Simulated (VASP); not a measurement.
A run of VASP 6.6.1 is set up as follows.

The input INCAR:

```
ALGO = Normal
EDIFF = 1E-6
ENCUT = 840
GGA_COMPAT = False
ISIF = 2
ISMEAR = 0
LASPH = True
LCHARG = False
LREAL = False
LWAVE = False
NBANDS = 24
NELM = 120
PREC = Accurate
SIGMA = 0.05
```

KPOINTS

```
k-points
0
Gamma
  6 6 6
```

POSCAR

```
MgO
1.0
    3.4689459734      0.0000000000      0.0000000000
   -1.7344729867      3.0192917963      0.0000000000
    0.0000000000      0.0000000000      4.1780412200
Mg O
2 2
Direct
    0.6666666667      0.3333333333      0.7500000000
    0.3333333333      0.6666666667      0.2500000000
    0.6666666667      0.3333333333      0.2500000000
    0.3333333333      0.6666666667      0.7500000000
```

Potentials or basis: VASP PAW LDA potentials, release 64 (Mg_sv, O).

Run with:

```bash
$ cat potpaw_LDA.64/Mg_sv/POTCAR potpaw_LDA.64/O/POTCAR > POTCAR
$ mpirun -np 1 vasp_std > vasp.out
```

(1) What does it give for the band gap on the k mesh?

(2) Estimate the largest force.

(3) Predict the pressure.

## Answers

(1) 3.36 eV.

(2) 0.043 eV/Å.

(3) -2.9 GPa.

Caveat: the cell differs from its parent crystal (strain -0.0050 x Voigt [1, 0, 0, 0, 0, 0]).
